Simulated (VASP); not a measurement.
# Au (P-6m2) in VASP: single point with PBEsol

Aim: the single point of Au with PBEsol.

Program: VASP 6.6.1. These are calculated values, not measurements. Logs are shortened: lines on timing, memory, paths and dates and some standing lists are left out, and cuts for length are marked.

**1. The cell of the first run**

The structure is hexagonal, space group P-6m2 (No. 187). The conventional cell has a = 3.161 Å, b = 3.161 Å, c = 9.058 Å, α = 90.00°, β = 90.00°, γ = 120.00°. Within 3.8 Å of Au (site symmetry -6m2) lie 12 Au at 2.92 to 3.16 Å. Within 3.8 Å of Au (site symmetry 3m) lie 9 Au at 2.92 to 3.16 Å.

**2. Single point, PBEsol**

The input, INCAR:

```
SYSTEM = Au
PREC = Accurate
ENCUT = 520
EDIFF = 1E-6
ISMEAR = 1
SIGMA = 0.1
LREAL = .FALSE.
LASPH = .TRUE.
NELM = 60
ALGO = Normal
ISIF = 2
LWAVE = .FALSE.
LCHARG = .TRUE.
GGA = PS
LELF = .TRUE.
LVHAR = .TRUE.
NBANDS = 24
```

The input, KPOINTS:

```
Automatic mesh
0
G
  8 8 3
  0 0 0
```

The input, POSCAR:

```
Au
1.0
    3.1605900000      0.0000000000      0.0000000000
   -1.5802950000      2.7371510000      0.0000000000
    0.0000000000      0.0000000000      9.0575750000
Au
3
Direct
    0.6666666667      0.3333333333      0.5000000000
    0.3333333333      0.6666666667      0.2483950000
    0.3333333333      0.6666666667      0.7516050000
```

Potentials or basis: VASP PAW PBE potentials, release 64 (Au).

Launch:

```sh
> cat potpaw_PBE.64/Au/POTCAR > POTCAR
> mpirun -np 1 vasp_std > vasp.out
```

OUTCAR:

```text
SYSTEM = Au
   PREC = Accurate
   ENCUT = 520
   EDIFF = 1E-6
   ISMEAR = 1
   LREAL = .FALSE.
   LASPH = .TRUE.
   NELM = 60
   ISIF = 2
   GGA = PS

 ion  position               nearest neighbor table
   1  0.667  0.333  0.500-   2 2.92   3 2.92   2 2.92   3 2.92   2 2.92   3 2.92
   2  0.333  0.667  0.248-   1 2.92   1 2.92   1 2.92
   3  0.333  0.667  0.752-   1 2.92   1 2.92   1 2.92

  LATTYP: Found a hexagonal cell.
 ALAT       =     3.1605900000
 C/A-ratio  =     2.8657861349

  Lattice vectors:

 A1 = (   3.1605900000,   0.0000000000,   0.0000000000)
 A2 = (  -1.5802950000,   2.7371510000,   0.0000000000)
 A3 = (   0.0000000000,   0.0000000000,   9.0575750000)

Analysis of symmetry for initial positions (statically):
=====================================================================
 Subroutine PRICEL returns:
 Original cell was already a primitive cell.

 Routine SETGRP: Setting up the symmetry group for a
 hexagonal supercell.

 Subroutine GETGRP returns: Found 12 space group operations
 (whereof 12 operations were pure point group operations)
 out of a pool of 24 trial point group operations.

The static configuration has the point symmetry D_3h.

Analysis of symmetry for dynamics (positions and initial velocities):
=====================================================================
 Subroutine PRICEL returns:
 Original cell was already a primitive cell.

 Routine SETGRP: Setting up the symmetry group for a
 hexagonal supercell.

 Subroutine GETGRP returns: Found 12 space group operations
 (whereof 12 operations were pure point group operations)
 out of a pool of 24 trial point group operations.

The dynamic configuration has the point symmetry D_3h.

 Subroutine INISYM returns: Found 12 space group operations
 (whereof 12 operations are pure point group operations),
 and found     1 'primitive' translations

----------------------------------------------------------------------------------------

                                     Primitive cell

  volume of cell :      78.3572

  direct lattice vectors                    reciprocal lattice vectors
     3.160590000  0.000000000  0.000000000     0.316396622  0.182671690  0.000000000
    -1.580295000  2.737151000  0.000000000     0.000000000  0.365343381  0.000000000
     0.000000000  0.000000000  9.057575000     0.000000000  0.000000000  0.110404827

  length of vectors
     3.160590000  3.160589800  9.057575000     0.365343358  0.365343381  0.110404827

  position of ions in fractional coordinates (direct lattice)
     0.666666667  0.333333333  0.500000000
     0.333333333  0.666666667  0.248395000
     0.333333333  0.666666667  0.751605000

  ion indices of the primitive-cell ions
   primitive index   ion index
                 1           1
                 2           2
                 3           3

----------------------------------------------------------------------------------------

 KPOINTS: Automatic mesh

Automatic generation of k-mesh.
 Grid dimensions read from file:
 generate k-points for:    8    8    3

 Generating k-lattice:

  Cartesian coordinates                     Fractional coordinates (reciprocal lattice)
     0.039549578  0.022833961  0.000000000     0.125000000 -0.000000000  0.000000000
     0.000000000  0.045667923  0.000000000     0.000000000  0.125000000  0.000000000
     0.000000000  0.000000000  0.036801609     0.000000000  0.000000000  0.333333333

  Length of vectors
     0.045667920  0.045667923  0.036801609

  Shift w.r.t. Gamma in fractional coordinates (k-lattice)
     0.000000000  0.000000000  0.000000000

 Subroutine IBZKPT returns following result:
 ===========================================

 Found     20 irreducible k-points:

 Following reciprocal coordinates:
            Coordinates               Weight
  0.000000  0.000000  0.000000      1.000000
  0.125000 -0.000000  0.000000      6.000000
  0.250000 -0.000000  0.000000      6.000000
  0.375000  0.000000  0.000000      6.000000
  0.500000 -0.000000  0.000000      3.000000
  0.125000  0.125000  0.000000      6.000000
[... 12 lines left out ...]
  0.250000  0.250000  0.333333     12.000000
  0.375000  0.250000  0.333333     12.000000
   k-points           NKPTS =     20   k-points in BZ     NKDIM =     20   number of bands    NBANDS=     24
   number of dos      NEDOS =    301   number of ions     NIONS =      3
   total plane-waves  NPLWV =  40320
   dimension x,y,z NGX =    24 NGY =   24 NGZ =   70
   dimension x,y,z NGXF=    48 NGYF=   48 NGZF=  140
   ions per type =               3
   NGX,Y,Z   is equivalent  to a cutoff of  12.62, 12.62, 12.85 a.u.
   NGXF,Y,Z  is equivalent  to a cutoff of  25.25, 25.25, 25.70 a.u.
 SYSTEM =  Au
   PREC   = accura    normal or accurate (medium, high low for compatibility)
   ISTART =      0    job   : 0-new  1-cont  2-samecut
   ICHARG =      2    charge: 1-file 2-atom 10-const
   ISPIN  =      1    spin polarized calculation?
   LNONCOLLINEAR =      F non collinear calculations
   LSORBIT =      F    spin-orbit coupling
   LASPH  =      T    aspherical Exc in radial PAW
   ENCUT  =  520.0 eV  38.22 Ry    6.18 a.u.   5.88  5.88 16.84*2*pi/ulx,y,z
   NELM   =     60;   NELMIN=  2; NELMDL= -5     # of ELM steps
   EDIFF  = 0.1E-05   stopping-criterion for ELM
   LREAL  =      F    real-space projection
   EDIFFG = 0.1E-04   stopping-criterion for IOM
   NSW    =      0    number of steps for IOM
   IBRION =     -1    ionic relax: 0-MD 1-quasi-New 2-CG
   NFREE  =      0    steps in history (QN), initial steepest desc. (CG)
   ISIF   =      2    stress and relaxation
   ISYM   =      2    0-nonsym 1-usesym 2-fastsym
   POTIM  = 0.5000    time-step for ionic-motion
   TEBEG  =    0.0;   TEEND  =   0.0 temperature during run
   PSTRESS=    0.0 pullay stress
   NELECT =      33.0000    total number of electrons
   NUPDOWN=      -1.0000    fix difference up-down
   EMIN   =  10.00;   EMAX   =-10.00  energy-range for DOS
   EFERMI =   0.00;   METHOD = LEGACY
   ISMEAR =     1;   SIGMA  =   0.10  broadening in eV -4-tet -1-fermi 0-gaus
   EFERMI_NEDOS =   21; number of points for ismear=-14 and -15
   IALGO  =     38    algorithm
   IMIX   =      4    mixing-type and parameters
     AMIX     =   0.40;   BMIX     =  1.00
     AMIX_MAG =   1.60;   BMIX_MAG =  1.00
  volume/ion in A,a.u.               =      26.12       176.26
  Fermi-wavevector in a.u.,A,eV,Ry     =   1.227119  2.318918 20.487924  1.505820
  Thomas-Fermi vector in A             =   2.362094
   LORBIT       =      0    0 simple, 1 ext, 2 COOP (PROOUT), +10 PAW based schemes
   GGA     = PS    functional components
   LHFCALC =     F    Hartree Fock is set to
   AEXX    =    0.0000 exact exchange contribution
   IVDW    =     0    specifies the selected vdW correction
   LEPSILON=     F    determine dielectric tensor
   LRPA    =     F    only Hartree local field effects (RPA)
 non-spin polarized calculation
 Methfessel and Paxton  Order N= 1 SIGMA  =   0.10
  energy-cutoff  :      520.00
  volume of cell :       78.36
 maximum number of plane-waves:      2132
 NGX is ok and might be reduce to    24
   NGX = 11   NGY = 11   NGZ = 33

 number of electron      33.0000007 magnetization

 Free energy of the ion-electron system (eV)
  ---------------------------------------------------
  ext. energy  EPLUGINS =         0.00000000
  ---------------------------------------------------
  free energy    TOTEN  =        -9.90387533 eV

  energy without entropy =       -9.90064029  energy(sigma->0) =       -9.90279698

 E-fermi :   3.6887     XC(G=0): -10.1052

 val. band max:        3.6714526667   @ k =   0.1250  -0.0000   0.3333
 cond. band min:       3.7481323507   @ k =   0.1250   0.1250   0.0000
 fundamental gap:      0.0766796840
 Fermi energy:         3.6886939325

 k-point     1 :       0.0000    0.0000    0.0000
  band No.  band energies     occupation
      1      -3.6252      2.00000
      2      -1.8705      2.00000
      3      -1.5503      2.00000
      4       0.1922      2.00000
      5       0.1922      2.00000
      6       0.2109      2.00000
[... 16 lines left out ...]
     23      18.3882      0.00000
     24      19.1998      0.00000

 k-point     2 :       0.1250   -0.0000    0.0000
  band No.  band energies     occupation
      1      -3.2634      2.00000
      2      -1.5350      2.00000
      3      -1.2890      2.00000
      4       0.0045      2.00000
      5       0.0285      2.00000
      6       0.2811      2.00000
[... 16 lines left out ...]
     23      17.6890      0.00000
     24      17.9083      0.00000

 k-point     3 :       0.2500   -0.0000    0.0000
  band No.  band energies     occupation
      1      -2.3515      2.00000
      2      -1.0239      2.00000
      3      -0.9054      2.00000
      4      -0.2018      2.00000
      5      -0.1862      2.00000
      6       0.2870      2.00000
[... 16 lines left out ...]
     23      15.2042      0.00000
     24      15.7290      0.00000

 k-point     4 :       0.3750    0.0000    0.0000
  band No.  band energies     occupation
      1      -1.6418      2.00000
      2      -1.1769      2.00000
      3      -1.0131      2.00000
      4      -0.3595      2.00000
      5      -0.2141      2.00000
      6       0.1701      2.00000
[... 16 lines left out ...]
     23      12.2455      0.00000
     24      13.9927      0.00000

 k-point     5 :       0.5000   -0.0000    0.0000
  band No.  band energies     occupation
      1      -1.5187      2.00000
      2      -1.2974      2.00000
      3      -1.1208      2.00000
      4      -0.4669      2.00000
      5      -0.2007      2.00000
      6       0.1112      2.00000
[... 16 lines left out ...]
     23      13.3109      0.00000
     24      13.5987      0.00000

 k-point     6 :       0.1250    0.1250    0.0000
  band No.  band energies     occupation
      1      -2.6082      2.00000
      2      -1.0400      2.00000
      3      -0.9038      2.00000
      4      -0.1896      2.00000
      5      -0.1691      2.00000
      6       0.2146      2.00000
[... 16 lines left out ...]
     23      15.4228      0.00000
     24      16.7744      0.00000
[... 271 lines left out ...]
 k-point    17 :       0.2500    0.1250    0.3333
  band No.  band energies     occupation
      1      -1.6867      2.00000
      2      -0.9742      2.00000
      3      -0.7560      2.00000
      4      -0.2592      2.00000
      5      -0.1088      2.00000
      6      -0.0151      2.00000
[... 16 lines left out ...]
     23      13.5147      0.00000
     24      14.5884      0.00000

 k-point    18 :       0.3750    0.1250    0.3333
  band No.  band energies     occupation
      1      -1.3400      2.00000
      2      -1.1553      2.00000
      3      -0.9165      2.00000
      4      -0.2750      2.00000
      5      -0.1254      2.00000
      6      -0.1029      2.00000
[... 16 lines left out ...]
     23      12.1215      0.00000
     24      13.6146      0.00000

 k-point    19 :       0.2500    0.2500    0.3333
  band No.  band energies     occupation
      1      -1.1152      2.00000
      2      -0.9451      2.00000
      3      -0.5667      2.00000
      4      -0.3477      2.00000
      5      -0.2411      2.00000
      6       0.2001      2.00000
[... 16 lines left out ...]
     23      11.8202      0.00000
     24      12.8845      0.00000

 k-point    20 :       0.3750    0.2500    0.3333
  band No.  band energies     occupation
      1      -0.9815      2.00000
      2      -0.9512      2.00000
      3      -0.5514      2.00000
      4      -0.4413      2.00000
      5      -0.0648      2.00000
      6       0.1996      2.00000
[... 16 lines left out ...]
     23      10.7944      0.00000
     24      12.2408      0.00000

------------------------ aborting loop because EDIFF is reached ----------------------------------------

  FORCE on cell =-STRESS in cart. coord.  units (eV):
  Direction    XX          YY          ZZ          XY          YZ          ZX
  --------------------------------------------------------------------------------------
  -------------------------------------------------------------------------------------
  Total       -7.3939467     -7.3939455     -4.2372172      0.0000000      0.0000000     -0.0000000
  in kB     -151.1847695   -151.1847440    -86.6388040      0.0000000      0.0000000     -0.0000000
  external PRESSURE =    -129.6694392 kB  Pullay stress =       0.0000000 kB

 VOLUME and BASIS-vectors are now :
 -----------------------------------------------------------------------------
  energy-cutoff  :      520.00
  volume of cell :       78.36
      direct lattice vectors                 reciprocal lattice vectors
     3.160590000  0.000000000  0.000000000     0.316396622  0.182671690  0.000000000
    -1.580295000  2.737151000  0.000000000     0.000000000  0.365343381  0.000000000
     0.000000000  0.000000000  9.057575000     0.000000000  0.000000000  0.110404827

 POSITION                                       TOTAL-FORCE (eV/Angst)
 -----------------------------------------------------------------------------------
      1.58030      0.91238      4.52879         0.000000     -0.000000      0.000000
     -0.00000      1.82477      2.24986        -0.000000      0.000000      0.754733
     -0.00000      1.82477      6.80772        -0.000000     -0.000000     -0.754733
 -----------------------------------------------------------------------------------
    total drift:                                0.000000     -0.000000     -0.000000

  FREE ENERGIE OF THE ION-ELECTRON SYSTEM (eV)
  ---------------------------------------------------
  free  energy   TOTEN  =        -9.9038753279 eV

  energy  without entropy=       -9.9006402927  energy(sigma->0) =       -9.90279698
```

Wall time 16 s (1 thread of Intel Xeon 6975P-C (Granite Rapids), shared host); peak memory 0.2 GiB.

Results:

* Free energy: -9.9039 eV
* Pressure: -13.0 GPa
* Largest force: 0.755 eV/Å

Forces in eV/Å, atoms in the order of the input:
```
Au   0.000  0.000  0.000
Au   0.000  0.000  0.755
Au   0.000  0.000 -0.755
```

Levels at points of the mesh, in eV from the Fermi level:
```tsv
k point	band 13	band 14	band 15	band 16	band 17	band 18	band 19	band 20	band 21	band 22
(0.00, 0.00, 0.00)	-2.55	-1.86	-1.86	-1.53	-1.53	-1.32	2.67	6.29	13.53	14.62
(0.50, 0.00, 0.00)	-1.57	-1.41	-1.34	0.56	1.05	1.57	3.02	3.32	5.33	8.72
```

Caveat: the PAW data sets were made with another functional, which shifts forces and pressure a little; spin-orbit coupling is left out, which moves the levels of the heavy elements.
